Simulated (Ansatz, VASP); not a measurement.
# MgCd2O3 in VASP and in Ansatz

The input INCAR:

```
PREC = Accurate
ENCUT = 520
EDIFF = 1E-6
ISMEAR = 0
SIGMA = 0.02
LREAL = F
LASPH = T
NELM = 100
ALGO = Normal
ISIF = 2
LWAVE = F
LCHARG = F
GGA = CA
NBANDS = 31
```

The input KPOINTS:

```
regular mesh
0
Gamma
  12 12 4
```

File POSCAR:

```
MgCd2O3
1.0
    3.2385399515      0.0000000000      0.0000000000
   -1.6192699758      2.8046578692      0.0000000000
    0.0000000000      0.0000000000      8.0896072522
Mg Cd O
1 2 3
Direct
    0.0000000000      0.0000000000      0.5000000000
    0.6666666667      0.3333333333      0.8232435534
    0.3333333333      0.6666666667      0.1767564466
    0.3333333333      0.6666666667      0.6413403241
    0.6666666667      0.3333333333      0.3586596759
    0.0000000000      0.0000000000      0.0000000000
```

Input for Ansatz:

```yaml
crystal:
  lattice:
    - [3.2385399515, 0.0, 0.0]
    - [-1.6192699758, 2.8046578692, 0.0]
    - [0.0, 0.0, 8.0896072522]
  atoms:
    - { symbol: Mg, position: [0.0, 0.0, 0.5] }
    - { symbol: Cd, position: [0.6666666667, 0.3333333333, 0.8232435534] }
    - { symbol: Cd, position: [0.3333333333, 0.6666666667, 0.1767564466] }
    - { symbol: O, position: [0.3333333333, 0.6666666667, 0.6413403241] }
    - { symbol: O, position: [0.6666666667, 0.3333333333, 0.3586596759] }
    - { symbol: O, position: [0.0, 0.0, 0.0] }
basis:
  ecutwfc: 420
kpoints:
  mp_grid: { grid: [12, 12, 4] }
  band_path:
    path:
      - [[0.0, 0.0, 0.0], [0.5, 0.0, 0.0], [0.33333333, 0.33333333, 0.0], [0.0, 0.0, 0.0], [0.0, 0.0, 0.5], [0.5, 0.0, 0.5], [0.33333333, 0.33333333, 0.5], [0.0, 0.0, 0.5]]
      - [[0.5, 0.0, 0.5], [0.5, 0.0, 0.0]]
      - [[0.33333333, 0.33333333, 0.5], [0.33333333, 0.33333333, 0.0]]
    npoints: 14
hamiltonian:
  xc: lda
scf:
  occupations: { method: gaussian, width: 0.02 }
  n_extra_bands: 15
output:
  forces: true
  stress: true
  eigenvalues: true
  populations: true
  dos: { projected: true, de: 0.02, nscf_kmesh: { grid: [18, 18, 6] } }
  bader: true
  write_density: true
  write_potential: true
  elf: true
  volumetric_format: npy
```

Alike in both runs: task single point; functional LDA; k mesh 12 × 12 × 4; occupations gaussian, width 0.02 eV; no spin polarisation.

|  | VASP | Ansatz |
| --- | --- | --- |
| version | VASP 6.6.1 | Ansatz 0.2.0 |
| potentials or method | VASP PAW LDA potentials, release 64 (Mg, Cd, O), cutoff 520 eV | scalar-relativistic, plane waves, PAW |
| valence electrons in the cell | 44 | 68 |

```csv
,VASP,Ansatz,Ansatz less VASP
gap on the k mesh at the Fermi level (eV),0.51,0.51,-0.005
least direct gap on the mesh (eV),0.51,0.51,-0.002
pressure (GPa),-10.3,-10.9,-0.63
"traceless stress, the component that is largest in VASP (GPa)",-0.22,-0.34,-0.113
rms of the force components (eV/Å),0.027,0.067,+0.0404
```

LDA's correlation is that of Perdew and Zunger in VASP and of Perdew and Wang (1992) in Ansatz. Atom by atom the forces differ by 0.042 eV/Å (rms over components). VASP's potentials hold 44 valence electrons a cell and Ansatz's 68, so a difference there can come from the potentials and not from the codes.
